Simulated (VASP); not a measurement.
MoS2: single point with PBE+D3(BJ)

MoS2:

```
CELL_PARAMETERS angstrom
3.16588 0.00950 -0.01791
-1.57471 2.69389 -0.00146
-0.06877 -0.04620 12.15486
ATOMIC_POSITIONS crystal
Mo 0.33392 0.66324 0.25010
Mo 0.66538 0.33452 0.74876
S 0.33049 0.66463 0.62271
S 0.66537 0.33209 0.12079
S 0.33658 0.67325 0.87954
S 0.66825 0.33227 0.37810
```

| Property | Result |
| --- | --- |
| Program | VASP 6.6.1 |
| Task | single point |
| Functional | PBE |
| Dispersion | D3(BJ) |
| Potentials or basis | VASP PAW PBE potentials, release 64 (Mo_sv, S) |
| Cutoff | 520 eV |
| k mesh | 12 × 12 × 2 |
| Occupations | gaussian, width 0.05 eV |
| Spin | no spin polarisation |

```json
{
  "Pressure": "1.0 GPa",
  "Largest force": "0.926 eV/Å",
  "Band gap on the k mesh": "0.82 eV (least direct gap 1.72 eV)",
  "Dispersion energy per atom": "-0.437 eV"
}
```

Forces in eV/Å, atoms in the order of the input:
```
Mo  -0.142  0.016 -0.260
Mo   0.120  0.170  0.902
S   -0.198 -0.099 -0.632
S   -0.049 -0.111  0.034
S    0.080 -0.079 -0.284
S    0.190  0.103  0.240
```

Stress tensor (GPa, compression positive):
```
-0.34 -0.70  1.39
-0.70  2.62  0.67
 1.39  0.67  0.84
```

Levels at points of the mesh, in eV from the valence-band top:
| k point | band 24 | band 25 | band 26 | band 27 | band 28 | band 29 |
| --- | --- | --- | --- | --- | --- | --- |
| (0.00, 0.00, 0.00) | -1.29 | -1.14 | 0.00 | 2.03 | 2.09 | 2.17 |
| (0.50, 0.00, 0.00) | -1.49 | -1.43 | -1.35 | 1.66 | 1.71 | 2.05 |
| (0.00, 0.50, 0.00) | -1.61 | -1.42 | -1.27 | 1.68 | 1.72 | 2.05 |
| (0.50, 0.50, 0.00) | -1.49 | -1.47 | -1.35 | 1.65 | 1.70 | 2.05 |
| (0.00, 0.00, 0.50) | -2.10 | -0.34 | -0.22 | 2.02 | 2.08 | 2.16 |
| (0.50, 0.00, 0.50) | -1.53 | -1.46 | -1.36 | 1.68 | 1.68 | 2.19 |
| (0.00, 0.50, 0.50) | -1.72 | -1.34 | -1.32 | 1.69 | 1.70 | 2.22 |
| (0.50, 0.50, 0.50) | -1.60 | -1.41 | -1.39 | 1.67 | 1.67 | 2.21 |

Run time: 7.7 min on 1 thread of Intel(R) Xeon(R) Platinum 8259CL CPU @ 2.50GHz (Skylake/Cascade Lake), with other jobs on the host, peak memory 0.52 GiB.

A k mesh can miss the band edges.
